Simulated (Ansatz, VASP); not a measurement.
InSb: VASP beside Ansatz

The input INCAR:

```
SYSTEM = InSb
ALGO = Normal
EDIFF = 1E-6
ENCUT = 520
GGA = PE
ISIF = 2
ISMEAR = 0
LASPH = .TRUE.
LCHARG = .FALSE.
LREAL = .FALSE.
LWAVE = .FALSE.
NBANDS = 16
NELM = 80
PREC = Accurate
SIGMA = 0.15
```

The input KPOINTS:

```
k-points
0
G
  12 12 12
  0 0 0
```

POSCAR

```
InSb
1.0
    0.0000000000      3.3362730000      3.1419270000
    3.3362730000      0.0000000000      3.1419270000
    3.3362730000      3.3362730000      0.0000000000
In Sb
1 1
Direct
    0.0000000000      0.0000000000      0.0000000000
    0.7500000000      0.7500000000      0.7500000000
```

Input for Ansatz:

```yaml
crystal:
  lattice:
    - [0.0, 3.336273, 3.141927]
    - [3.336273, 0.0, 3.141927]
    - [3.336273, 3.336273, 0.0]
  atoms:
    - { symbol: In, position: [0.0, 0.0, 0.0] }
    - { symbol: Sb, position: [0.75, 0.75, 0.75] }
basis:
  ecutwfc: 420
kpoints:
  mp_grid: { grid: [12, 12, 12] }
hamiltonian:
  xc: pbe
scf:
  occupations: { method: gaussian, width: 0.15 }
output:
  forces: true
  stress: true
  eigenvalues: true
```

Change from the starting cell: strain +0.030 along x and y, -0.030 along z, atoms carried along.

Alike in both runs: task single point; functional PBE; k mesh 12 × 12 × 12; occupations gaussian, width 0.15 eV; no spin polarisation.

|  | VASP | Ansatz |
| --- | --- | --- |
| version | VASP 6.6.1 | Ansatz 0.2.0 |
| potentials or method | VASP PAW PBE potentials, release 64 (In_d, Sb), cutoff 520 eV | scalar-relativistic, plane waves, PAW |
| valence electrons in the cell | 18 | 28 |

```tsv
	VASP	Ansatz	Ansatz less VASP
pressure (GPa)	1.7	1.7	+0.03
traceless stress, the component that is largest in VASP (GPa)	0.92	0.92	-0.001
```

With one functional, cell and mesh, what is left measures potentials, basis and numerics. VASP's potentials hold 18 valence electrons a cell and Ansatz's 28, so a difference there can come from the potentials and not from the codes.

Neither program's run includes spin-orbit coupling.
